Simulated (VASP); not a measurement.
Runs of VASP 6.6.1 on SiC. The structure is that of space group P6_3mc (No. 186), or close to it. The cells are those of the table. 

| cell | gap on the mesh (eV) | pressure (GPa) | largest force (eV/Å) |
| --- | --- | --- | --- |
| a = 3.079, b = 3.079, c = 20.138 Å, angles 90.0, 90.0, 120.0°, 16 atoms | 2.14 | (a) | 0.02 |
| a = 3.178, b = 3.178, c = 20.790 Å, angles 90.0, 90.0, 120.0°, 16 atoms | 2.15 | -18.1 | 0.01 |
| a = 3.079, b = 3.079, c = 20.146 Å, angles 90.0, 90.0, 120.0°, 16 atoms | 2.15 | -0.3 | (b) |
| a = 3.139, b = 3.139, c = 20.534 Å, angles 90.0, 90.0, 120.0°, 16 atoms | 2.15 | -12.0 | 0.01 |
| a = 3.109, b = 3.109, c = 20.337 Å, angles 90.0, 90.0, 120.0°, 16 atoms | 2.15 | -6.6 | 0.01 |

Alike in all rows: task single point; level r2SCAN; potentials or basis VASP PAW PBE potentials, release 64 (Si, C); no spin polarisation; k mesh 12 × 12 × 2; cutoff (eV) 520; smearing gaussian 0.02 eV.

Estimate the missing entries.

(a) -0.2; (b) 0.16.

Caveats: the PAW data sets were made with another functional, which shifts forces and pressure a little.

A k mesh can miss the band edges.
